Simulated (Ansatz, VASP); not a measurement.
**One calculation of Mo, two programs**

```
Mo
1.0
    -1.53270    1.53270    1.53270
     1.53270   -1.53270    1.53270
     1.53270    1.53270   -1.53270
Mo
1
Direct
  0.00000 0.00000 0.00000
```

Alike in both runs: task single point; functional PBEsol; k mesh 18 × 18 × 18; occupations gaussian, width 0.1 eV; no spin polarisation.

|  | VASP | Ansatz |
| --- | --- | --- |
| version | VASP 6.6.1 | Ansatz 0.2.0 |
| potentials or method | VASP PAW PBE potentials, release 64 (Mo_sv), cutoff 520 eV | scalar-relativistic, plane waves, PAW |
| valence electrons in the cell | 14 | 14 |

|  | VASP | Ansatz | Ansatz less VASP |
| --- | --- | --- | --- |
| gap on the k mesh at the Fermi level (eV) | none | none | - |
| pressure (GPa) | 20.7 | 19.9 | -0.75 |

VASP's potentials were made for PBE, not for PBEsol. A gap of «none» marks a metal or a gap that the smearing closes.
